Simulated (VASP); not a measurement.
Input of a VASP 6.6.1 run:

File INCAR:

```
PREC     = Accurate       # precision mode
ENCUT    = 520            # plane-wave cutoff, eV
EDIFF    = 1E-6           # SCF threshold, eV
ISMEAR   = -1             # smearing method
SIGMA    = 0.1            # smearing width, eV
LREAL    = F              # projectors in reciprocal space
LASPH    = T              # aspherical terms in the spheres
NELM     = 80             # most SCF steps
ALGO     = Normal         # electronic algorithm
ISIF     = 2              # what is computed and relaxed
LWAVE    = F              # write WAVECAR
LCHARG   = T              # write CHGCAR
GGA      = PS             # functional
LELF     = T              # ELF
LVHAR    = T            
NBANDS   = 22             # bands
```

The input KPOINTS:

```
regular mesh
0
Gamma
  15 15 4
```

Contents of POSCAR:

```
Re
1.0
    2.6378628852      0.0000000000      0.0000000000
   -1.3189314426      2.2844562703      0.0000000000
    0.0000000000      0.0000000000      8.4995832357
Re
4
Direct
    0.0000000000      1.0000000000      0.0000000000
    0.0000000000      1.0000000000      0.5000000000
    0.3333333333      0.6666666667      0.2500000000
    0.6666666667      0.3333333333      0.7500000000
```

Potentials or basis: VASP PAW PBE potentials, release 64 (Re).

Run with:

```console
$ cat potpaw_PBE.64/Re/POTCAR > POTCAR
$ mpirun -np 1 vasp_std > vasp.out
```

Q: What does it give for the pressure?

A: 68.1 GPa.

Q: Estimate the band gap on the k mesh.

A: Zero (bands 14 and 15 overlap by 3.32 eV).

Stress tensor (GPa, compression positive):
```
68.06  0.00  0.00
 0.00 68.06  0.00
 0.00  0.00 68.28
```

Caveat: the cell stands under pressure; the PAW data sets were made with another functional, which shifts forces and pressure a little; spin-orbit coupling is left out, which moves the levels of the heavy elements.
